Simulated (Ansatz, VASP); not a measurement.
Two plane-wave programs on TiSi2

```
CELL_PARAMETERS angstrom
-1.45297 1.68899 4.15516
1.45297 -1.68899 4.15516
1.45297 1.68899 -4.15516
ATOMIC_POSITIONS crystal
Ti 0.00000 0.00000 0.00000
Si 0.67008 0.67008 0.00000
Si 0.32992 0.32992 0.00000
```

Alike in both runs: task single point; functional r2SCAN; k mesh 12 × 12 × 12; occupations fermi-dirac, width 0.05 eV; no spin polarisation.

```csv
,VASP,Ansatz
version,VASP 6.6.1,Ansatz 0.2.0
potentials or method,"VASP PAW PBE potentials, release 64 (Ti_sv, Si)",Ansatz PAW
plane-wave cutoff (eV),520,500
valence electrons in the cell,20,20
```

Ansatz gave:

```
gap on the k mesh at the Fermi level (eV)                     : none
pressure (GPa)                                                : 3.7
traceless stress, the component that is largest in VASP (GPa) : -0.52
rms of the force components (eV/Å)                            : 0.040
```

Q: Which values does VASP return?

A: gap on the k mesh at the Fermi level (eV): none; pressure (GPa): 4.1; traceless stress, the component that is largest in VASP (GPa): -0.51; rms of the force components (eV/Å): 0.046.

VASP's potentials were made for PBE, not for r2SCAN. Atom by atom the forces differ by 0.006 eV/Å (rms over components). A gap of «none» marks a metal or a gap that the smearing closes. The functional is the same, so the differences come from potentials, cutoffs and numerics.
